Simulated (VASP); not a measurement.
# Zr (P6_3/mmc) in VASP: notebook, part 2 of 2

VASP 6.6.1.

## (4) Single point, revPBE

INCAR

```
SYSTEM = Zr
PREC = Accurate
ENCUT = 500
EDIFF = 1E-6
ISMEAR = 0
SIGMA = 0.1
LREAL = .FALSE.
LASPH = .TRUE.
NELM = 120
ALGO = Normal
ISIF = 2
LWAVE = .FALSE.
LCHARG = .TRUE.
GGA = RE
LELF = .TRUE.
LVHAR = .TRUE.
NBANDS = 19
GGA_COMPAT = .FALSE.
```

KPOINTS

```
Automatic mesh
0
G
  3 3 2
  0 0 0
```

POSCAR

```
Zr
1.0
    3.2392314131      0.0000000000      0.0000000000
   -1.6196157065      2.8052566925      0.0000000000
    0.0000000000      0.0000000000      5.1722200000
Zr
2
Direct
    1.0503333333      0.9606666667      1.1940000000
    1.3836666667      0.6273333333      1.6940000000
```

Potentials or basis: VASP PAW PBE potentials, release 64 (Zr_sv).

Command:

```sh
$ cat potpaw_PBE.64/Zr_sv/POTCAR > POTCAR
$ mpirun -np 1 vasp_std > vasp.out
```

OUTCAR:

```text
SYSTEM = Zr
   PREC = Accurate
   ENCUT = 500
   EDIFF = 1E-6
   ISMEAR = 0
   LREAL = .FALSE.
   LASPH = .TRUE.
   NELM = 120
   ISIF = 2
   GGA = RE

 ion  position               nearest neighbor table
   1  0.050  0.961  0.194-   2 3.19   2 3.19   2 3.19   2 3.19   2 3.19   2 3.19
   2  0.384  0.627  0.694-   1 3.19   1 3.19   1 3.19   1 3.19   1 3.19   1 3.19

  LATTYP: Found a hexagonal cell.
 ALAT       =     3.2392314131
 C/A-ratio  =     1.5967429740

  Lattice vectors:

 A1 = (   3.2392314131,   0.0000000000,   0.0000000000)
 A2 = (  -1.6196157065,   2.8052566925,   0.0000000000)
 A3 = (   0.0000000000,   0.0000000000,   5.1722200000)

Analysis of symmetry for initial positions (statically):
=====================================================================
 Subroutine PRICEL returns:
 Original cell was already a primitive cell.

 Routine SETGRP: Setting up the symmetry group for a
 hexagonal supercell.

 Subroutine GETGRP returns: Found 24 space group operations
 (whereof  1 operations were pure point group operations)
 out of a pool of 24 trial point group operations.

The static configuration has the point symmetry C_1 .
 The point group associated with its full space group is D_6h.

Analysis of symmetry for dynamics (positions and initial velocities):
=====================================================================
 Subroutine PRICEL returns:
 Original cell was already a primitive cell.

 Routine SETGRP: Setting up the symmetry group for a
 hexagonal supercell.

 Subroutine GETGRP returns: Found 24 space group operations
 (whereof  1 operations were pure point group operations)
 out of a pool of 24 trial point group operations.

The dynamic configuration has the point symmetry C_1 .
 The point group associated with its full space group is D_6h.

 Subroutine INISYM returns: Found 24 space group operations
 (whereof  1 operations are pure point group operations),
 and found     1 'primitive' translations

----------------------------------------------------------------------------------------

                                     Primitive cell

  volume of cell :      46.9993

  direct lattice vectors                    reciprocal lattice vectors
     3.239231413  0.000000000  0.000000000     0.308715208  0.178236809  0.000000000
    -1.619615707  2.805256692  0.000000000     0.000000000  0.356473617  0.000000000
     0.000000000  0.000000000  5.172220000     0.000000000  0.000000000  0.193340577

  length of vectors
     3.239231413  3.239231413  5.172220000     0.356473617  0.356473617  0.193340577

  position of ions in fractional coordinates (direct lattice)
     0.050333333  0.960666667  0.194000000
     0.383666667  0.627333333  0.694000000

  ion indices of the primitive-cell ions
   primitive index   ion index
                 1           1
                 2           2

----------------------------------------------------------------------------------------

 KPOINTS: Automatic mesh

Automatic generation of k-mesh.
 Grid dimensions read from file:
 generate k-points for:    3    3    2

 Generating k-lattice:

  Cartesian coordinates                     Fractional coordinates (reciprocal lattice)
     0.102905069  0.059412270  0.000000000     0.333333333  0.000000000  0.000000000
     0.000000000  0.118824539  0.000000000     0.000000000  0.333333333  0.000000000
     0.000000000  0.000000000  0.096670289     0.000000000  0.000000000  0.500000000

  Length of vectors
     0.118824539  0.118824539  0.096670289

  Shift w.r.t. Gamma in fractional coordinates (k-lattice)
     0.000000000  0.000000000  0.000000000

 Subroutine IBZKPT returns following result:
 ===========================================

 Found      6 irreducible k-points:

 Following reciprocal coordinates:
            Coordinates               Weight
  0.000000  0.000000  0.000000      1.000000
  0.333333 -0.000000  0.000000      6.000000
  0.333333  0.333333  0.000000      2.000000
  0.000000  0.000000  0.500000      1.000000
  0.333333 -0.000000  0.500000      6.000000
  0.333333  0.333333  0.500000      2.000000
   k-points           NKPTS =      6   k-points in BZ     NKDIM =      6   number of bands    NBANDS=     19
   number of dos      NEDOS =    301   number of ions     NIONS =      2
   total plane-waves  NPLWV =  23040
   dimension x,y,z NGX =    24 NGY =   24 NGZ =   40
   dimension x,y,z NGXF=    48 NGYF=   48 NGZF=   80
   ions per type =               2
   NGX,Y,Z   is equivalent  to a cutoff of  12.32, 12.32, 12.86 a.u.
   NGXF,Y,Z  is equivalent  to a cutoff of  24.63, 24.63, 25.71 a.u.
 SYSTEM =  Zr
   PREC   = accura    normal or accurate (medium, high low for compatibility)
   ISTART =      0    job   : 0-new  1-cont  2-samecut
   ICHARG =      2    charge: 1-file 2-atom 10-const
   ISPIN  =      1    spin polarized calculation?
   LNONCOLLINEAR =      F non collinear calculations
   LSORBIT =      F    spin-orbit coupling
   LASPH  =      T    aspherical Exc in radial PAW
   ENCUT  =  500.0 eV  36.75 Ry    6.06 a.u.   5.91  5.91  9.43*2*pi/ulx,y,z
   NELM   =    120;   NELMIN=  2; NELMDL= -5     # of ELM steps
   EDIFF  = 0.1E-05   stopping-criterion for ELM
   LREAL  =      F    real-space projection
   EDIFFG = 0.1E-04   stopping-criterion for IOM
   NSW    =      0    number of steps for IOM
   IBRION =     -1    ionic relax: 0-MD 1-quasi-New 2-CG
   NFREE  =      0    steps in history (QN), initial steepest desc. (CG)
   ISIF   =      2    stress and relaxation
   ISYM   =      2    0-nonsym 1-usesym 2-fastsym
   POTIM  = 0.5000    time-step for ionic-motion
   TEBEG  =    0.0;   TEEND  =   0.0 temperature during run
   PSTRESS=    0.0 pullay stress
   NELECT =      24.0000    total number of electrons
   NUPDOWN=      -1.0000    fix difference up-down
   EMIN   =  10.00;   EMAX   =-10.00  energy-range for DOS
   EFERMI =   0.00;   METHOD = LEGACY
   ISMEAR =     0;   SIGMA  =   0.10  broadening in eV -4-tet -1-fermi 0-gaus
   EFERMI_NEDOS =   21; number of points for ismear=-14 and -15
   IALGO  =     38    algorithm
   IMIX   =      4    mixing-type and parameters
     AMIX     =   0.40;   BMIX     =  1.00
     AMIX_MAG =   1.60;   BMIX_MAG =  1.00
  volume/ion in A,a.u.               =      23.50       158.58
  Fermi-wavevector in a.u.,A,eV,Ry     =   1.308523  2.472750 23.296340  1.712233
  Thomas-Fermi vector in A             =   2.439184
   LORBIT       =      0    0 simple, 1 ext, 2 COOP (PROOUT), +10 PAW based schemes
   GGA     = RE    functional components
   LHFCALC =     F    Hartree Fock is set to
   AEXX    =    0.0000 exact exchange contribution
   IVDW    =     0    specifies the selected vdW correction
   LEPSILON=     F    determine dielectric tensor
   LRPA    =     F    only Hartree local field effects (RPA)
 non-spin polarized calculation
 Gauss-broadening in eV      SIGMA  =   0.10
  energy-cutoff  :      500.00
  volume of cell :       47.00
 maximum number of plane-waves:      1202
 NGX is ok and might be reduce to    24
   NGX = 11   NGY = 11   NGZ = 19

 number of electron      24.0000000 magnetization

 Free energy of the ion-electron system (eV)
  ---------------------------------------------------
  ext. energy  EPLUGINS =         0.00000000
  ---------------------------------------------------
  free energy    TOTEN  =       -16.46375193 eV

  energy without entropy =      -16.44876826  energy(sigma->0) =      -16.45626009

 E-fermi :   8.9762     XC(G=0): -10.9844

 val. band max:        8.9173630593   @ k =   0.3333   0.3333   0.5000
 cond. band min:       8.9931842206   @ k =   0.0000   0.0000   0.5000
 fundamental gap:      0.0758211613
 Fermi energy:         8.9761909109

 k-point     1 :       0.0000    0.0000    0.0000
  band No.  band energies     occupation
      1     -39.9244      2.00000
      2     -39.7779      2.00000
      3     -18.4243      2.00000
      4     -17.5846      2.00000
      5     -17.5846      2.00000
      6     -17.4571      2.00000
[... 11 lines left out ...]
     18      11.1050      0.00000
     19      13.3483      0.00000
[... 89 lines left out ...]
 k-point     6 :       0.3333    0.3333    0.5000
  band No.  band energies     occupation
      1     -39.7597      2.00000
      2     -39.7597      2.00000
      3     -18.2007      2.00000
      4     -18.2007      2.00000
      5     -17.9784      2.00000
      6     -17.9784      2.00000
[... 11 lines left out ...]
     18      13.3083      0.00000
     19      16.9055      0.00000

------------------------ aborting loop because EDIFF is reached ----------------------------------------

  FORCE on cell =-STRESS in cart. coord.  units (eV):
  Direction    XX          YY          ZZ          XY          YZ          ZX
  --------------------------------------------------------------------------------------
  -------------------------------------------------------------------------------------
  Total       -0.1223015     -0.1223015      0.4996379     -0.0000000      0.0000000      0.0000000
  in kB       -4.1691806     -4.1691806     17.0323439     -0.0000000      0.0000000      0.0000000
  external PRESSURE =       2.8979942 kB  Pullay stress =       0.0000000 kB

 VOLUME and BASIS-vectors are now :
 -----------------------------------------------------------------------------
  energy-cutoff  :      500.00
  volume of cell :       47.00
      direct lattice vectors                 reciprocal lattice vectors
     3.239231413  0.000000000  0.000000000     0.308715208  0.178236809  0.000000000
    -1.619615707  2.805256692  0.000000000     0.000000000  0.356473617  0.000000000
     0.000000000  0.000000000  5.172220000     0.000000000  0.000000000  0.193340577

 POSITION                                       TOTAL-FORCE (eV/Angst)
 -----------------------------------------------------------------------------------
     -1.39287      2.69492      1.00341        -0.000000      0.000000      0.000000
      0.22675      1.75983      3.58952         0.000000     -0.000000      0.000000
 -----------------------------------------------------------------------------------
    total drift:                                0.000001      0.000001      0.000001

  FREE ENERGIE OF THE ION-ELECTRON SYSTEM (eV)
  ---------------------------------------------------
  free  energy   TOTEN  =       -16.4637519318 eV

  energy  without entropy=      -16.4487682553  energy(sigma->0) =      -16.45626009
```

stdout:

```text
POSCAR found type information on POSCAR Zr
 POSCAR found :  1 types and       2 ions
 scaLAPACK will be used
 -----------------------------------------------------------------------------
|                                                                             |
|                                                                             |
|     You enforced a specific xc type in the INCAR file but a different       |
|     I HOPE YOU KNOW WHAT YOU ARE DOING!                                     |
|                                                                             |
 -----------------------------------------------------------------------------

 LDA part: xc-table for (Slater+PW92), standard interpolation
 POSCAR, INCAR and KPOINTS ok, starting setup
 FFT: planning ... GRIDC
 FFT: planning ... GRID_SOFT
 FFT: planning ... GRID
 WAVECAR not read
 entering main loop
```

Wall time 3.4 s (1 thread of Intel Xeon 6975P-C (Granite Rapids), shared host); peak memory 0.14 GiB.

Results:

| Property | Result |
| --- | --- |
| Free energy | -16.4638 eV |
| Pressure | 0.3 GPa |
| Band gap on the k mesh | zero (band 12 reaches 9.83 eV, above the bottom of band 13 at 8.92 eV) |

Stress tensor (GPa, compression positive):
```
-0.42  0.00  0.00
 0.00 -0.42  0.00
 0.00  0.00  1.70
```

Caveat: the k points lie up to 0.75 Å⁻¹ apart; the PAW data sets were made with another functional, which shifts forces and pressure a little.

## (5) Single point, PBE

INCAR

```
SYSTEM = Zr
  PREC = Accurate
  ENCUT = 500
  EDIFF = 1E-6
  ISMEAR = 0
  SIGMA = 0.1
  LREAL = .FALSE.
  LASPH = .TRUE.
  NELM = 120
  ALGO = Normal
  ISIF = 2
  LWAVE = .FALSE.
  LCHARG = .FALSE.
  GGA = PE
  NBANDS = 19
  GGA_COMPAT = .FALSE.
```

KPOINTS

```
Automatic mesh
0
G
  5 5 3
  0 0 0
```

POSCAR

```
Zr
1.0
    3.2392314131      0.0000000000      0.0000000000
   -1.6196157065      2.8052566925      0.0000000000
    0.0000000000      0.0000000000      5.1722200000
Zr
2
Direct
    0.3333333333      0.6666666667      0.2500000000
    0.6666666667      0.3333333333      0.7500000000
```

Command:

```sh
$ cat potpaw_PBE.64/Zr_sv/POTCAR > POTCAR
$ mpirun -np 1 vasp_std > vasp.out
```

Wall time 4.2 s (1 thread of Intel Xeon 6975P-C (Granite Rapids), shared host); peak memory 0.15 GiB.

Results (log left out):

| Property | Result |
| --- | --- |
| Free energy | -17.0475 eV |
| Pressure | -0.2 GPa |
| Band gap on the k mesh | zero (band 12 reaches 9.76 eV, above the bottom of band 13 at 8.69 eV) |

Stress tensor (GPa, compression positive):
```
 0.46  0.00  0.00
 0.00  0.46  0.00
 0.00  0.00 -1.48
```

Levels at points of the mesh, in eV from the Fermi level:
```
           k point  band 10  band 11  band 12  band 13  band 14  band 15
(0.00, 0.00, 0.00)    -2.88     1.00     1.00     1.11     1.24     1.67
```

Caveat: the k points lie up to 0.45 Å⁻¹ apart.

## (6) Single point, PBE

INCAR

```
ALGO = Normal
EDIFF = 1E-6
ENCUT = 500
GGA = PE
GGA_COMPAT = F
ISIF = 2
ISMEAR = 0
ISYM = 0
LASPH = T
LCHARG = F
LREAL = F
LWAVE = F
NBANDS = 19
NELM = 120
PREC = Accurate
SIGMA = 0.1
```

KPOINTS

```
k-points
0
Gamma
  2 5 2
```

POSCAR is that of step 5.

Potentials or basis: VASP PAW PBE potentials, release 64 (Zr_sv).

Command:

```sh
$ cat potpaw_PBE.64/Zr_sv/POTCAR > POTCAR
$ mpirun -np 1 vasp_std > vasp.out
```

It took 4.4 s on 1 thread of Intel Xeon 6975P-C (Granite Rapids), shared host; peak memory 0.15 GiB.

It converged, with:

```yaml
Free_energy: -17.4769 eV
Pressure: -3.8 GPa
Largest_force: 0.315 eV/Å
Band_gap_on_the_k_mesh: zero (band 12 reaches 9.76 eV, above the bottom of band 13 at 8.95 eV)
```

Forces in eV/Å, atoms in the order of the input:
```
Zr   0.059 -0.309  0.000
Zr  -0.059  0.309  0.000
```

Stress tensor (GPa, compression positive):
```
-18.68   0.27   0.00
  0.27   1.80   0.00
  0.00   0.00   5.55
```

Levels at points of the mesh, in eV from the Fermi level:
```csv
k point,band 10,band 11,band 12,band 13,band 14,band 15
"(0.00, 0.00, 0.00)",-3.08,0.79,0.79,0.92,1.04,1.47
"(0.50, 0.00, 0.00)",-2.57,-2.19,-0.31,0.49,0.69,1.36
"(0.00, 0.00, 0.50)",-4.03,-0.04,-0.04,0.70,0.70,0.70
"(0.50, 0.00, 0.50)",-2.91,-1.11,-1.11,1.52,1.52,2.13
```

Caveat: the k points lie up to 1.12 Å⁻¹ apart.

## (7) The runs side by side

```csv
level,k mesh,gap on the mesh (eV),pressure (GPa)
PBE,3 × 3 × 2,none,-1.3
PBEsol,3 × 3 × 2,none,-4.9
revPBE,3 × 3 × 2,none,0.3
PBE,5 × 5 × 3,none,-0.2
PBE,2 × 5 × 2,none,-3.8
```

Alike in all rows: task single point; potentials or basis VASP PAW PBE potentials, release 64 (Zr_sv); no spin polarisation; cell as given; cutoff (eV) 500; smearing gaussian 0.1 eV.

Caveats: all runs use coarse meshes; the PAW data sets were made with another functional, which shifts forces and pressure a little (some runs).

Absolute energies hang on the potentials; compare differences alone.
